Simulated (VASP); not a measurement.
# Be: single point with PBE

The system is Be.

```
CELL_PARAMETERS angstrom
0.00000 1.57842 1.57842
1.57842 0.00000 1.57842
1.57842 1.57842 0.00000
ATOMIC_POSITIONS crystal
Be 0.00000 0.00000 0.00000
```

This isn't the form of Be at room conditions, which is hcp.

* Program: VASP 6.6.1
* Task: single point
* Functional: PBE
* Potentials or basis: VASP PAW PBE potentials, release 64 (Be)
* Cutoff: 520 eV
* k mesh: 30 × 30 × 30
* Occupations: gaussian, width 0.1 eV
* Spin: no spin polarisation
* Dipole correction: no
* Further INCAR settings: ALGO = Normal; EDIFF = 1e-06; NBANDS = 7

```json
{
  "Pressure": "0.1 GPa",
  "Band gap on the k mesh": "zero (bands 1 and 2 overlap by 0.70 eV)"
}
```

Levels at points of the mesh, in eV from the Fermi level:
```tsv
k point	band 1	band 2	band 3	band 4
(0.00, 0.00, 0.00)	-11.90	19.44	19.44	19.44
(0.50, 0.00, 0.00)	-5.31	0.00	16.51	16.51
(0.50, 0.50, 0.00)	-2.69	3.83	9.53	9.53
```

It took 27 s on 1 thread of Intel Xeon 8259CL (shared host), peak memory 0.14 GiB.
